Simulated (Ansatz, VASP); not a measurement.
One calculation of Cs3Cu, two programs

```xyz
4
Lattice="-3.1867 3.1867 6.4824 3.1867 -3.1867 6.4824 3.1867 3.1867 -6.4824" Properties=species:S:1:pos:R:3 pbc="T T T"
Cs    0.0000    0.0000    6.4824
Cs    3.1867    0.0000    3.2412
Cs    0.0000    3.1867    3.2412
Cu    0.0000    0.0000    0.0000
```

Alike in both runs: functional PBE; k mesh 6 × 6 × 6; occupations gaussian, width 0.1 eV; no spin polarisation.

Ansatz relaxed the structure, and its values are those at the end. VASP's run is a single point on that final structure, the one shown.

|  | VASP | Ansatz |
| --- | --- | --- |
| version | VASP 6.6.1 | Ansatz 0.2.0 |
| potentials or method | VASP PAW PBE potentials, release 64 (Cs_sv, Cu), cutoff 520 eV | scalar-relativistic, plane waves, PAW |
| valence electrons in the cell | 38 | 46 |

|  | VASP | Ansatz | Ansatz less VASP |
| --- | --- | --- | --- |
| gap on the k mesh at the Fermi level (eV) | none | none | - |
| pressure (GPa) | 0.0 | 0.0 | -0.01 |

A gap of «none» marks a metal or a gap that the smearing closes. VASP's potentials hold 38 valence electrons a cell and Ansatz's 46, so a difference there can come from the potentials and not from the codes.

Neither program's run includes spin-orbit coupling.
